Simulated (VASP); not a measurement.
Crystal: ZnCd2Se3.

```xyz
6
Lattice="4.0811 0.0000 0.0000 -2.0405 3.5343 0.0000 0.0000 0.0000 10.0107" Properties=species:S:1:pos:R:3 pbc="T T T"
Zn    0.0000    0.0000    0.0000
Cd    0.0000    2.3562    6.6240
Cd    2.0405    1.1781    3.3867
Se    0.0000    0.0000    5.0053
Se    0.0000    2.3562    1.7717
Se    2.0405    1.1781    8.2390
```

The cell was generated, and may not be a known phase.

| Property | Result |
| --- | --- |
| Program | VASP 6.6.1 |
| Task | relaxation of cell and atoms |
| Functional | PBE |
| Potentials or basis | VASP PAW PBE potentials, release 64 (Zn, Cd, Se) |
| Cutoff | 600 eV |
| k mesh | 6 × 6 × 2 |
| Occupations | gaussian, width 0.1 eV |
| Spin | no spin polarisation |

At the start: pressure -2.9 GPa; volume 24.07 Å³/atom.

Question: Where does the relaxation end?

Answer: Over 11 steps the energy falls by 72.6 meV/atom and the volume is 22.24 Å³/atom (-7.6 %); space group P-3m1 (No. 164, to 0.1 Å) before and after.

The path:
| step | energy change (eV) | largest force (eV/Å) | pressure (GPa) | volume (Å³) |
| --- | --- | --- | --- | --- |
| 1 | 0.0000 | 0.9718 | -2.94 | 144.39 |
| 2 | -0.1823 | 1.0066 | 0.10 | 135.36 |
| 3 | -0.2027 | 0.9980 | 2.05 | 131.13 |
| 4 | -0.3378 | 0.5484 | 1.74 | 130.73 |
| 5 | -0.3987 | 0.3585 | 1.71 | 130.21 |
| 6 | -0.4222 | 0.1500 | -1.08 | 135.90 |
| 7 | -0.4266 | 0.2061 | -0.33 | 134.22 |
| 8 | -0.4333 | 0.0995 | -0.15 | 133.78 |
| 9 | -0.4351 | 0.0499 | 0.01 | 133.41 |
| 10 | -0.4351 | 0.0518 | 0.02 | 133.39 |
| 11 | -0.4354 | 0.0326 | -0.01 | 133.44 |

Final structure:
```
CELL_PARAMETERS angstrom
3.97144 0.00000 0.00000
-1.98572 3.43937 0.00000
0.00000 0.00000 9.76916
ATOMIC_POSITIONS crystal
Zn 0.00000 0.00000 0.00000
Cd 0.33333 0.66667 0.67269
Cd 0.66667 0.33333 0.32731
Se 0.00000 0.00000 0.50000
Se 0.33333 0.66667 0.15101
Se 0.66667 0.33333 0.84899
```
